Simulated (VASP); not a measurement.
Write the native input for VASP 6.6.1 that does the following.

```
Task                   : single point
Functional             : PBE
Potentials or basis    : VASP PAW PBE potentials, release 64 (Rb_sv)
Cutoff                 : 500 eV
k mesh                 : 10 × 10 × 8
Occupations            : gaussian, width 0.1 eV
Spin                   : collinear spin
Starting moments       : [1.0] μB
Dipole correction      : no
Further INCAR settings : ALGO = Normal; EDIFF = 1e-06; NBANDS = 14
```

The structure of Rb lies in POSCAR:

```
Rb
1.0
   -3.1224204126      3.0689313435      2.8253654421
    3.1203449703     -3.1235482475      2.8822102503
    3.0912207674      3.0923486022     -2.8844556793
Rb
1
Direct
    0.0000000000      0.0000000000      0.0000000000
```

These files were run (other wordings do the same):

INCAR

```
SYSTEM = Rb
PREC     = Accurate       ! precision mode
ENCUT    = 500            ! plane-wave cutoff, eV
EDIFF    = 1E-6           ! SCF threshold, eV
ISMEAR   = 0              ! smearing method
SIGMA    = 0.1            ! smearing width, eV
LREAL    = .False.        ! projectors in reciprocal space
LASPH    = .True.         ! aspherical terms in the spheres
NELM     = 200            ! most SCF steps
ALGO     = Normal         ! electronic algorithm
ISIF     = 2              ! what is computed and relaxed
LWAVE    = .False.        ! write WAVECAR
LCHARG   = .False.        ! write CHGCAR
ISPIN    = 2              ! spin polarisation
MAGMOM   = 1              ! initial moments
LORBIT   = 11             ! projections on sites
GGA      = PE             ! functional
NBANDS   = 14             ! bands
GGA_COMPAT= .False.      
KPAR     = 4
```

KPOINTS

```
Automatic mesh
0
Gamma
  10 10 8
  0 0 0
```

Potentials or basis: VASP PAW PBE potentials, release 64 (Rb_sv).

Launch:

```sh
$ cat potpaw_PBE.64/Rb_sv/POTCAR > POTCAR
$ mpirun -np 4 vasp_std > vasp.out
```

It gave:

```
Pressure                                              : -0.4 GPa
Net moment                                            : 0.00 μB per cell
Valence electrons inside the program's atomic spheres : Rb 7.29
```

Run time: 3.5 min on 4 MPI ranks on Intel(R) Xeon(R) Platinum 8259CL CPU @ 2.50GHz (Skylake/Cascade Lake), with other jobs on the host, peak memory 0.88 GiB a rank.
